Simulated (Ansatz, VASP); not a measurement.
## Two plane-wave programs on ZrC

```
CELL_PARAMETERS angstrom
0.00000 2.33456 2.33456
2.33456 0.00000 2.33456
2.33456 2.33456 0.00000
ATOMIC_POSITIONS crystal
Zr 0.50000 0.50000 0.50000
C 0.00000 0.00000 0.00000
```

Alike in both runs: functional PBEsol; k mesh 16 × 16 × 16; occupations gaussian, width 0.1 eV; no spin polarisation.

Ansatz relaxed the structure, and its values are those at the end. VASP's run is a single point on that final structure, the one shown.

```csv
,VASP,Ansatz
version,VASP 6.6.1,Ansatz 0.2.0
potentials or method,"VASP PAW PBE potentials, release 64 (Zr_sv, C), cutoff 520 eV","scalar-relativistic, plane waves, PAW"
valence electrons in the cell,16,16
```

Ansatz gave:

- gap on the k mesh at the Fermi level (eV): none
- pressure (GPa): 0.0

Question: What did VASP give for the same quantities?

Answer: gap on the k mesh at the Fermi level (eV): none; pressure (GPa): 0.3.

VASP's potentials were made for PBE, not for PBEsol. A gap of «none» marks a metal or a gap that the smearing closes.
